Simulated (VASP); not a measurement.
# MoSe2 (P6_3/mmc) in VASP: vibrations by perturbation theory with LDA

Aim: the vibrations by perturbation theory of MoSe2 with LDA.

Program: VASP 6.6.1. These are calculated values, not measurements. Logs are shortened: lines on timing, memory, paths and dates and some standing lists are left out, and cuts for length are marked.

## Step 1: The cell of the first run

The structure is hexagonal, space group P6_3/mmc (No. 194). The conventional cell has a = 3.270 Å, b = 3.270 Å, c = 12.826 Å, α = 90.00°, β = 90.00°, γ = 120.00°. Within 3.3 Å of Mo (site symmetry -6m2) lie 6 Se at 2.51 Å and 6 Mo at 3.27 Å. Within 3.4 Å of Se (site symmetry 3m) lie 3 Mo at 2.51 Å and 7 Se at 3.27 to 3.30 Å.

## Step 2: Vibrations by perturbation theory, LDA (19.80 Å³/atom)

File INCAR:

```
ALGO     = Normal         # electronic algorithm
EDIFF    = 1E-8           # SCF threshold, eV
ENCUT    = 500            # plane-wave cutoff, eV
GGA      = CA             # functional
GGA_COMPAT= False        
IBRION   = 8              # ionic algorithm
ISIF     = 2              # what is computed and relaxed
ISMEAR   = 0              # smearing method
LASPH    = True           # aspherical terms in the spheres
LCHARG   = False          # write CHGCAR
LREAL    = False          # projectors in reciprocal space
LWAVE    = False          # write WAVECAR
NBANDS   = 35             # bands
NELM     = 120            # most SCF steps
NSW      = 1              # ionic steps
PREC     = Accurate       # precision mode
SIGMA    = 0.01           # smearing width, eV
```

File KPOINTS:

```
k-points
0
Gamma
  6 6 2
```

File POSCAR:

```
MoSe2
1.0
    3.2699219272      0.0000000000      0.0000000000
   -1.6349609636      2.8318354573      0.0000000000
    0.0000000000      0.0000000000     12.8263154082
Mo Se
2 4
Direct
    0.3333333333      0.6666666667      0.2500000000
    0.6666666667      0.3333333333      0.7500000000
    0.3333333333      0.6666666667      0.6212971503
    0.6666666667      0.3333333333      0.1212971503
    0.3333333333      0.6666666667      0.8787028497
    0.6666666667      0.3333333333      0.3787028497
```

Potentials or basis: VASP PAW LDA potentials, release 64 (Mo_sv, Se).

The run is started by

```sh
> cat potpaw_LDA.64/Mo_sv/POTCAR potpaw_LDA.64/Se/POTCAR > POTCAR
> mpirun -np 1 vasp_std > vasp.out
```

OUTCAR:

```text
EDIFF = 1E-8
   ENCUT = 500
   GGA = CA
   IBRION = 8
   ISIF = 2
   ISMEAR = 0
   LASPH = True
   LREAL = False
   NELM = 120
   NSW = 1
   PREC = Accurate

 ion  position               nearest neighbor table
   1  0.333  0.667  0.250-   4 2.51   6 2.51   4 2.51   6 2.51   4 2.51   6 2.51
   2  0.667  0.333  0.750-   3 2.51   5 2.51   3 2.51   5 2.51   3 2.51   5 2.51
   3  0.333  0.667  0.621-   2 2.51   2 2.51   2 2.51
   4  0.667  0.333  0.121-   1 2.51   1 2.51   1 2.51
   5  0.333  0.667  0.879-   2 2.51   2 2.51   2 2.51
   6  0.667  0.333  0.379-   1 2.51   1 2.51   1 2.51

  LATTYP: Found a hexagonal cell.
 ALAT       =     3.2699219272
 C/A-ratio  =     3.9225142660

  Lattice vectors:

 A1 = (   3.2699219272,   0.0000000000,   0.0000000000)
 A2 = (  -1.6349609636,   2.8318354573,   0.0000000000)
 A3 = (   0.0000000000,   0.0000000000,  12.8263154082)

Analysis of symmetry for initial positions (statically):
=====================================================================
 Subroutine PRICEL returns:
 Original cell was already a primitive cell.

 Routine SETGRP: Setting up the symmetry group for a
 hexagonal supercell.

 Subroutine GETGRP returns: Found 24 space group operations
 (whereof 12 operations were pure point group operations)
 out of a pool of 24 trial point group operations.

[... 768 lines left out ...]
  y     3.54605    -3.54605     0.00000     0.00000   -13.58074     0.00000
  z   -10.01398   -10.01398   -27.37406     0.00000    -0.00000     0.00000

 SECOND DERIVATIVES (NOT SYMMETRIZED)
 ------------------------------------
               1X          1Y          1Z          2X          2Y          2Z          3X          3Y          3Z          4X          4Y          4Z          5X          5Y          5Z          6X          6Y          6Z
  1X   -18.294147    0.000000    0.000000    0.064620   -0.000000    0.000000    0.048166   -0.000000    0.000000    9.066598    0.000000    0.000000    0.048166   -0.000000    0.000000    9.066598    0.000000    0.000000
  1Y     0.000000  -18.294147    0.000000   -0.000000    0.064620    0.000000    0.000000    0.048166   -0.000000    0.000000    9.066598    0.000000    0.000000    0.048166    0.000000    0.000000    9.066598   -0.000000
  1Z     0.000000    0.000000  -27.661614    0.000000    0.000000    0.332691   -0.000000    0.000000   -0.102517    0.000000    0.000000   13.766978    0.000000    0.000000   -0.102517    0.000000   -0.000000   13.766978
  2X     0.064620   -0.000000    0.000000  -18.294147    0.000000    0.000000    9.066598    0.000000    0.000000    0.048166   -0.000000    0.000000    9.066598    0.000000    0.000000    0.048166   -0.000000    0.000000
  2Y    -0.000000    0.064620    0.000000    0.000000  -18.294147    0.000000    0.000000    9.066598   -0.000000    0.000000    0.048166    0.000000    0.000000    9.066598    0.000000    0.000000    0.048166   -0.000000
  2Z     0.000000    0.000000    0.332691    0.000000    0.000000  -27.661614    0.000000   -0.000000   13.766978    0.000000    0.000000   -0.102517    0.000000    0.000000   13.766978   -0.000000    0.000000   -0.102517
  3X     0.045463    0.000000    0.000000    9.055338   -0.000000    0.000000   -8.762140   -0.000000   -0.000000   -0.025118    0.000000   -0.000000   -0.377187    0.000000    0.000000    0.063643    0.000000    0.000000
  3Y     0.000000    0.045463   -0.000000   -0.000000    9.055338    0.000000    0.000000   -8.762140   -0.000000   -0.000000   -0.025118    0.000000    0.000000   -0.377187    0.000000   -0.000000    0.063643    0.000000
  3Z     0.000000    0.000000   -0.027698    0.000000    0.000000   13.683684    0.000000    0.000000  -15.730364    0.000000    0.000000    0.086828    0.000000    0.000000    1.748297    0.000000   -0.000000    0.239254
  4X     9.055338    0.000000    0.000000    0.045463    0.000000   -0.000000   -0.025118    0.000000    0.000000   -8.762140    0.000000    0.000000    0.063643   -0.000000    0.000000   -0.377187    0.000000    0.000000
  4Y     0.000000    9.055338    0.000000    0.000000    0.045463   -0.000000   -0.000000   -0.025118    0.000000    0.000000   -8.762140    0.000000   -0.000000    0.063643    0.000000    0.000000   -0.377187   -0.000000
  4Z     0.000000   -0.000000   13.683684    0.000000    0.000000   -0.027698    0.000000    0.000000    0.086828   -0.000000    0.000000  -15.730364    0.000000    0.000000    0.239254    0.000000   -0.000000    1.748297
  5X     0.045463    0.000000   -0.000000    9.055338    0.000000    0.000000   -0.377187    0.000000    0.000000    0.063643   -0.000000    0.000000   -8.762140    0.000000    0.000000   -0.025118    0.000000    0.000000
  5Y     0.000000    0.045463   -0.000000    0.000000    9.055338    0.000000    0.000000   -0.377187   -0.000000   -0.000000    0.063643    0.000000    0.000000   -8.762140    0.000000   -0.000000   -0.025118    0.000000
  5Z     0.000000    0.000000   -0.027698    0.000000   -0.000000   13.683684    0.000000   -0.000000    1.748297    0.000000    0.000000    0.239254   -0.000000    0.000000  -15.730364    0.000000    0.000000    0.086828
  6X     9.055338   -0.000000    0.000000    0.045463    0.000000    0.000000    0.063643    0.000000    0.000000   -0.377187    0.000000    0.000000   -0.025118    0.000000   -0.000000   -8.762140   -0.000000   -0.000000
  6Y    -0.000000    9.055338    0.000000    0.000000    0.045463   -0.000000   -0.000000    0.063643    0.000000    0.000000   -0.377187    0.000000   -0.000000   -0.025118    0.000000    0.000000   -8.762140   -0.000000
  6Z     0.000000    0.000000   13.683684    0.000000    0.000000   -0.027698    0.000000   -0.000000    0.239254    0.000000    0.000000    1.748297    0.000000    0.000000    0.086828    0.000000    0.000000  -15.730364

 Eigenvectors and eigenvalues of the dynamical matrix
 ----------------------------------------------------

   1 f  =   10.686738 THz    67.146755 2PiTHz  356.471208 cm-1    44.196777 meV
             X         Y         Z           dx          dy          dz
     -0.000000  1.887890  3.206579     0.000000   -0.000000   -0.556680
      1.634961  0.943945  9.619737     0.000000   -0.000000    0.556680
     -0.000000  1.887890  7.968953    -0.000000    0.000000   -0.308308
      1.634961  0.943945  1.555796    -0.000000    0.000000    0.308308
     -0.000000  1.887890 11.270520    -0.000000    0.000000   -0.308308
      1.634961  0.943945  4.857362    -0.000000    0.000000    0.308308
[... 145 lines left out ...]
  18 f/i=    0.003209 THz     0.020166 2PiTHz    0.107056 cm-1     0.013273 meV
             X         Y         Z           dx          dy          dz
     -0.000000  1.887890  3.206579    -0.189172   -0.391147   -0.000000
      1.634961  0.943945  9.619737    -0.189172   -0.391147   -0.000000
     -0.000000  1.887890  7.968953    -0.171748   -0.355122   -0.000000
      1.634961  0.943945  1.555796    -0.171748   -0.355122   -0.000000
     -0.000000  1.887890 11.270520    -0.171748   -0.355122   -0.000000
      1.634961  0.943945  4.857362    -0.171748   -0.355122   -0.000000

--------------------------------------------------------------------------------------------------------

 ELASTIC MODULI CONTR FROM IONIC RELAXATION (kBar)
 Direction    XX          YY          ZZ          XY          YZ          ZX
 --------------------------------------------------------------------------------
 XX        -385.3938   -228.4066   -838.9379      0.0000      0.0000      0.0000
 YY        -228.4066   -385.3938   -838.9379     -0.0000     -0.0000     -0.0000
 ZZ        -838.9379   -838.9379  -2293.3084     -0.0000      0.0000      0.0000
 XY           0.0000     -0.0000     -0.0000    -78.4936     -0.0000      0.0000
 YZ          -0.0000      0.0000      0.0000     -0.0000  -1174.4553     -0.0000
 ZX           0.0000     -0.0000      0.0000      0.0000     -0.0000   -975.2008
 --------------------------------------------------------------------------------
```

stdout:

```text
POSCAR found type information on POSCAR MoSe
 POSCAR found :  2 types and       6 ions
 scaLAPACK will be used
 LDA part: xc-table for (Slater(with rela. corr.)+CA(PZ))
 , standard interpolation
 POSCAR, INCAR and KPOINTS ok, starting setup
 FFT: planning ... GRIDC
 FFT: planning ... GRID_SOFT
 FFT: planning ... GRID
 WAVECAR not read
 entering main loop
 Linear response reoptimize wavefunctions to high precision
 Linear response DOF=           4
 Linear response progress:
 first order change of Fermi-energy   0.88937E-01
 force on displaced ion       1 direction 1 : -18.294   0.003   0.000
 Linear response progress:
 first order change of Fermi-energy  -0.13609E-03
 force on displaced ion       1 direction 3 :   0.000  -0.000 -27.662
 Linear response progress:
 first order change of Fermi-energy  -0.10743E+00
 force on displaced ion       3 direction 1 :  -8.762  -0.000  -0.001
 Linear response progress:
 first order change of Fermi-energy  -0.43427E+01
 force on displaced ion       3 direction 3 :  -0.000   0.000 -15.730
 Linear response finished
```

Wall time 12 min (1 thread of Intel Xeon Platinum 8259CL at 2.50GHz (Skylake/Cascade Lake), shared host); peak memory 0.48 GiB.

What came out:

| Item | Value |
| --- | --- |
| Highest phonon frequency at Γ, LO-TO splitting left out | 356 cm⁻¹ |

Phonon frequencies in cm⁻¹ (negative: imaginary):
```csv
q point,frequencies
"(0.000, 0.000, 0.000)",0 0 0 27 27 39 169 169 171 171 244 246 288 288 288 288 353 356
```

Caveat: the k points lie up to 0.37 Å⁻¹ apart.
